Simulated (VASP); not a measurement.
# Pr (Im-3m) in VASP: single point with PBE

Aim: the single point of Pr with PBE.

Everything below comes from runs of VASP 6.6.1. Logs are shortened: lines on timing, memory, paths and dates and some standing lists are left out, and cuts for length are marked.

## 1. The cell of the first run

It takes space group Im-3m (No. 229, cubic). Conventional cell: a = 3.687 Å, b = 3.687 Å, c = 3.687 Å, α = 90.00°, β = 90.00°, γ = 90.00°. Pr (site symmetry m-3m) has 14 Pr at 3.19 to 3.69 Å within 4.2 Å.

## 2. Single point, PBE

Contents of INCAR:

```
SYSTEM = Pr
  ALGO = Normal
  EDIFF = 1E-6
  ENCUT = 520
  GGA = PE
  ISIF = 2
  ISMEAR = -1
  LASPH = .True.
  LCHARG = .False.
  LREAL = .False.
  LWAVE = .False.
  NBANDS = 12
  NELM = 60
  PREC = Accurate
  SIGMA = 0.13605693000000002
```

Contents of KPOINTS:

```
k-points
0
Gamma
  13 13 13
  0 0 0
```

Contents of POSCAR:

```
Pr
1.0
   -1.8436107814      1.8436107814      1.8436107814
    1.8436107814     -1.8436107814      1.8436107814
    1.8436107814      1.8436107814     -1.8436107814
Pr
1
Direct
    0.0000000000      0.0000000000      0.0000000000
```

Potentials or basis: VASP PAW PBE potentials, release 64 (Pr).

Run with:

```bash
$ cat potpaw_PBE.64/Pr/POTCAR > POTCAR
$ mpirun -np 1 vasp_std > vasp.out
```

OUTCAR:

```text
SYSTEM = Pr
   EDIFF = 1E-6
   ENCUT = 520
   GGA = PE
   ISIF = 2
   ISMEAR = -1
   LASPH = .True.
   LREAL = .False.
   NELM = 60
   PREC = Accurate

 ion  position               nearest neighbor table
   1  0.000  0.000  0.000-

  LATTYP: Found a body centered cubic cell.
 ALAT       =     3.6872215628

  Lattice vectors:

 A1 = (  -1.8436107814,   1.8436107814,   1.8436107814)
 A2 = (   1.8436107814,  -1.8436107814,   1.8436107814)
 A3 = (   1.8436107814,   1.8436107814,  -1.8436107814)

Analysis of symmetry for initial positions (statically):
=====================================================================
 Subroutine PRICEL returns:
 Original cell was already a primitive cell.

 Routine SETGRP: Setting up the symmetry group for a
 body centered cubic supercell.

 Subroutine GETGRP returns: Found 48 space group operations
 (whereof 48 operations were pure point group operations)
 out of a pool of 48 trial point group operations.

The static configuration has the point symmetry O_h .

Analysis of symmetry for dynamics (positions and initial velocities):
=====================================================================
 Subroutine PRICEL returns:
 Original cell was already a primitive cell.

 Routine SETGRP: Setting up the symmetry group for a
 body centered cubic supercell.

 Subroutine GETGRP returns: Found 48 space group operations
 (whereof 48 operations were pure point group operations)
 out of a pool of 48 trial point group operations.

The dynamic configuration has the point symmetry O_h .

 Subroutine INISYM returns: Found 48 space group operations
 (whereof 48 operations are pure point group operations),
 and found     1 'primitive' translations

----------------------------------------------------------------------------------------

                                     Primitive cell

  volume of cell :      25.0650

  direct lattice vectors                    reciprocal lattice vectors
    -1.843610781  1.843610781  1.843610781     0.000000000  0.271206919  0.271206919
     1.843610781 -1.843610781  1.843610781     0.271206919  0.000000000  0.271206919
     1.843610781  1.843610781 -1.843610781     0.271206919  0.271206919  0.000000000

  length of vectors
     3.193227543  3.193227543  3.193227543     0.383544503  0.383544503  0.383544503

  position of ions in fractional coordinates (direct lattice)
     0.000000000  0.000000000  0.000000000

  ion indices of the primitive-cell ions
   primitive index   ion index
                 1           1

----------------------------------------------------------------------------------------

 KPOINTS: k-points

Automatic generation of k-mesh.
 Grid dimensions read from file:
 generate k-points for:   13   13   13

 Generating k-lattice:

  Cartesian coordinates                     Fractional coordinates (reciprocal lattice)
     0.000000000  0.020862071  0.020862071     0.076923077  0.000000000  0.000000000
     0.020862071  0.000000000  0.020862071     0.000000000  0.076923077  0.000000000
     0.020862071  0.020862071  0.000000000     0.000000000  0.000000000  0.076923077

  Length of vectors
     0.029503423  0.029503423  0.029503423

  Shift w.r.t. Gamma in fractional coordinates (k-lattice)
     0.000000000  0.000000000  0.000000000

 Subroutine IBZKPT returns following result:
 ===========================================

 Found     84 irreducible k-points:

 Following reciprocal coordinates:
            Coordinates               Weight
  0.000000  0.000000  0.000000      1.000000
  0.076923  0.000000  0.000000     12.000000
  0.153846  0.000000  0.000000     12.000000
  0.230769  0.000000  0.000000     12.000000
  0.307692  0.000000  0.000000     12.000000
  0.384615  0.000000  0.000000     12.000000
[... 16 lines left out ...]
  0.153846  0.076923  0.076923     24.000000
  0.230769  0.076923  0.076923     24.000000
 [... further k-points ...]
   k-points           NKPTS =     84   k-points in BZ     NKDIM =     84   number of bands    NBANDS=     12
   number of dos      NEDOS =    301   number of ions     NIONS =      1
   total plane-waves  NPLWV =  13824
   dimension x,y,z NGX =    24 NGY =   24 NGZ =   24
   dimension x,y,z NGXF=    48 NGYF=   48 NGZF=   48
   ions per type =               1
   NGX,Y,Z   is equivalent  to a cutoff of  12.49, 12.49, 12.49 a.u.
   NGXF,Y,Z  is equivalent  to a cutoff of  24.99, 24.99, 24.99 a.u.
 SYSTEM =  Pr
   PREC   = accura    normal or accurate (medium, high low for compatibility)
   ISTART =      0    job   : 0-new  1-cont  2-samecut
   ICHARG =      2    charge: 1-file 2-atom 10-const
   ISPIN  =      1    spin polarized calculation?
   LNONCOLLINEAR =      F non collinear calculations
   LSORBIT =      F    spin-orbit coupling
   LASPH  =      T    aspherical Exc in radial PAW
   ENCUT  =  520.0 eV  38.22 Ry    6.18 a.u.   5.94  5.94  5.94*2*pi/ulx,y,z
   NELM   =     60;   NELMIN=  2; NELMDL= -5     # of ELM steps
   EDIFF  = 0.1E-05   stopping-criterion for ELM
   LREAL  =      F    real-space projection
   EDIFFG = 0.1E-04   stopping-criterion for IOM
   NSW    =      0    number of steps for IOM
   IBRION =     -1    ionic relax: 0-MD 1-quasi-New 2-CG
   NFREE  =      0    steps in history (QN), initial steepest desc. (CG)
   ISIF   =      2    stress and relaxation
   ISYM   =      2    0-nonsym 1-usesym 2-fastsym
   POTIM  = 0.5000    time-step for ionic-motion
   TEBEG  =    0.0;   TEEND  =   0.0 temperature during run
   PSTRESS=    0.0 pullay stress
   NELECT =      13.0000    total number of electrons
   NUPDOWN=      -1.0000    fix difference up-down
   EMIN   =  10.00;   EMAX   =-10.00  energy-range for DOS
   EFERMI =   0.00;   METHOD = LEGACY
   ISMEAR =    -1;   SIGMA  =   0.14  broadening in eV -4-tet -1-fermi 0-gaus
   EFERMI_NEDOS =   21; number of points for ismear=-14 and -15
   IALGO  =     38    algorithm
   IMIX   =      4    mixing-type and parameters
     AMIX     =   0.40;   BMIX     =  1.00
     AMIX_MAG =   1.60;   BMIX_MAG =  1.00
  volume/ion in A,a.u.               =      25.06       169.15
  Fermi-wavevector in a.u.,A,eV,Ry     =   1.315326  2.485606 23.539198  1.730082
  Thomas-Fermi vector in A             =   2.445516
   LORBIT       =      0    0 simple, 1 ext, 2 COOP (PROOUT), +10 PAW based schemes
   GGA     = PE    functional components
   LHFCALC =     F    Hartree Fock is set to
   AEXX    =    0.0000 exact exchange contribution
   IVDW    =     0    specifies the selected vdW correction
   LEPSILON=     F    determine dielectric tensor
   LRPA    =     F    only Hartree local field effects (RPA)
 non-spin polarized calculation
  energy-cutoff  :      520.00
  volume of cell :       25.06
 maximum number of plane-waves:       687
   NGX = 11   NGY = 11   NGZ = 11

 number of electron      12.9999999 magnetization

 Free energy of the ion-electron system (eV)
  ---------------------------------------------------
  ext. energy  EPLUGINS =         0.00000000
  ---------------------------------------------------
  free energy    TOTEN  =        -5.22401254 eV

  energy without entropy =       -4.76087365  energy(sigma->0) =       -4.99244309

 E-fermi :   8.7158     XC(G=0): -11.5126

 val. band max:        8.7151893957   @ k =  -0.1538   0.2308   0.0769
 cond. band min:       8.7162540162   @ k =   0.2308   0.0769   0.0000
 fundamental gap:      0.0010646205
 Fermi energy:         8.7158227220

 k-point     1 :       0.0000    0.0000    0.0000
  band No.  band energies     occupation
      1     -27.1248      2.00000
      2      -7.4929      2.00000
      3      -7.4929      2.00000
      4      -7.4929      2.00000
      5       5.8336      2.00000
      6       8.6421      1.26450
      7       8.6421      1.26450
      8       8.6421      1.26450
      9       9.4869      0.00689
     10       9.4869      0.00689
     11       9.4869      0.00689
     12       9.7469      0.00102

 k-point     2 :       0.0769    0.0000    0.0000
  band No.  band energies     occupation
      1     -27.0943      2.00000
      2      -7.6967      2.00000
      3      -7.5497      2.00000
      4      -7.4967      2.00000
      5       6.1265      2.00000
      6       8.5956      1.41524
      7       8.6359      1.28555
      8       8.6468      1.24851
      9       9.4312      0.01036
     10       9.4371      0.00992
     11       9.4700      0.00780
     12       9.6535      0.00203

 k-point     3 :       0.1538    0.0000    0.0000
  band No.  band energies     occupation
      1     -27.0085      2.00000
      2      -8.2284      2.00000
      3      -7.7030      2.00000
      4      -7.5075      2.00000
      5       6.8193      2.00000
      6       8.5080      1.64337
      7       8.6158      1.35196
      8       8.6597      1.20351
      9       9.3026      0.02644
     10       9.3265      0.02222
     11       9.4326      0.01025
     12       9.5986      0.00304
[... 286 lines left out ...]
 k-point    23 :       0.1538    0.0769    0.0769
  band No.  band energies     occupation
      1     -26.8432      2.00000
      2      -9.1109      2.00000
      3      -7.8788      2.00000
      4      -7.6728      2.00000
      5       7.7423      1.99844
      6       8.4294      1.78277
      7       8.5124      1.63360
      8       8.8096      0.66841
      9       9.2829      0.03049
     10       9.3055      0.02589
     11       9.3442      0.01954
     12       9.5567      0.00413

 k-point    24 :       0.2308    0.0769    0.0769
  band No.  band energies     occupation
      1     -26.7185      2.00000
      2      -9.6300      2.00000
      3      -8.1647      2.00000
      4      -7.7088      2.00000
      5       7.5743      1.99955
      6       8.4118      1.80659
      7       8.8319      0.59756
      8       8.8566      0.52428
      9       9.1980      0.05616
     10       9.3389      0.02031
     11       9.4239      0.01093
     12       9.5523      0.00427

 [... further k-points ...]
[... 5 lines left out ...]
  --------------------------------------------------------------------------------------
  -------------------------------------------------------------------------------------
  Total        0.0413191      0.0413191      0.0413191      0.0000000     -0.0000000      0.0000000
  in kB        2.6411534      2.6411534      2.6411534      0.0000000     -0.0000000      0.0000000
  external PRESSURE =       2.6411534 kB  Pullay stress =       0.0000000 kB

 VOLUME and BASIS-vectors are now :
 -----------------------------------------------------------------------------
  energy-cutoff  :      520.00
  volume of cell :       25.06
      direct lattice vectors                 reciprocal lattice vectors
    -1.843610781  1.843610781  1.843610781     0.000000000  0.271206919  0.271206919
     1.843610781 -1.843610781  1.843610781     0.271206919  0.000000000  0.271206919
     1.843610781  1.843610781 -1.843610781     0.271206919  0.271206919  0.000000000

 POSITION                                       TOTAL-FORCE (eV/Angst)
 -----------------------------------------------------------------------------------
      0.00000      0.00000      0.00000         0.000000     -0.000000      0.000000
 -----------------------------------------------------------------------------------
    total drift:                                0.000000      0.000000      0.000000

  FREE ENERGIE OF THE ION-ELECTRON SYSTEM (eV)
  ---------------------------------------------------
  free  energy   TOTEN  =        -5.2240125372 eV

  energy  without entropy=       -4.7608736507  energy(sigma->0) =       -4.99244309
```

Wall time 28 s (1 thread of AMD EPYC 9R45 (Zen 5), shared host); peak memory 0.13 GiB.

Results:

- Free energy: -5.2240 eV
- Pressure: 0.3 GPa

Levels at points of the mesh, in eV from the Fermi level:
```
           k point  band 4  band 5  band 6  band 7  band 8  band 9
(0.00, 0.00, 0.00)  -16.21   -2.88   -0.07   -0.07   -0.07    0.77
```

Caveat: spin-orbit coupling is left out, which moves the levels of the heavy elements.
